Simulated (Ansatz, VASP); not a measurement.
## One calculation of BF, two programs

```
B F
1.0
     1.75563   -4.56467    0.00000
     1.75563    4.56467    0.00000
     0.00000    0.00000    3.07239
B F
2 2
Direct
  0.45249 0.54751 0.25000
  0.54751 0.45249 0.75000
  0.30837 0.69163 0.25000
  0.69163 0.30837 0.75000
```

Change from the starting cell: species swapped into the InCl type (Cmc2_1, No. 36).

Alike in both runs: task single point; functional PBE; k mesh 6 × 6 × 6; occupations gaussian, width 0.1 eV; collinear spin.

|  | VASP | Ansatz |
| --- | --- | --- |
| version | VASP 6.6.1 | Ansatz 0.2.0 |
| potentials or method | VASP PAW PBE potentials, release 64 (B, F), cutoff 520 eV | scalar-relativistic, plane waves, PAW |
| valence electrons in the cell | 20 | 20 |

|  | VASP | Ansatz | Ansatz less VASP |
| --- | --- | --- | --- |
| gap on the k mesh at the Fermi level (eV) | none | none | - |
| pressure (GPa) | 3.5 | 3.0 | -0.42 |
| traceless stress, the component that is largest in VASP (GPa) | 4.39 | 2.90 | -1.490 |
| rms of the force components (eV/Å) | 0.241 | 0.112 | -0.1286 |
| net moment per atom (μB) | 0.00 | 0.00 | 0.000 |

Atom by atom the forces differ by 0.161 eV/Å (rms over components). A gap of «none» marks a metal or a gap that the smearing closes. Ansatz's warnings: seeded moment not kept.
